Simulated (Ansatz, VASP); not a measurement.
## Cs2Rb: VASP beside Ansatz

```
CELL_PARAMETERS angstrom
0.00000 6.96244 6.96244
6.96244 0.00000 6.96244
6.96244 6.96244 0.00000
ATOMIC_POSITIONS crystal
Cs 0.12500 0.12500 0.12500
Cs 0.62500 0.12500 0.12500
Cs 0.12500 0.12500 0.62500
Cs 0.12500 0.62500 0.12500
Rb 0.50000 0.50000 0.50000
Rb 0.75000 0.75000 0.75000
```

Alike in both runs: functional PBE; k mesh 6 × 6 × 6; occupations gaussian, width 0.1 eV; no spin polarisation.

Ansatz relaxed the structure, and its values are those at the end. VASP's run is a single point on that final structure, the one shown.

|  | VASP | Ansatz |
| --- | --- | --- |
| version | VASP 6.6.1 | Ansatz 0.2.0 |
| potentials or method | VASP PAW PBE potentials, release 64 (Cs_sv, Rb_sv), cutoff 520 eV | scalar-relativistic, plane waves, PAW |
| valence electrons in the cell | 54 | 54 |

|  | VASP | Ansatz | Ansatz less VASP |
| --- | --- | --- | --- |
| gap on the k mesh at the Fermi level (eV) | none | none | - |
| pressure (GPa) | 0.0 | 0.0 | +0.01 |

A gap of «none» marks a metal or a gap that the smearing closes.

Spin-orbit coupling is off throughout.
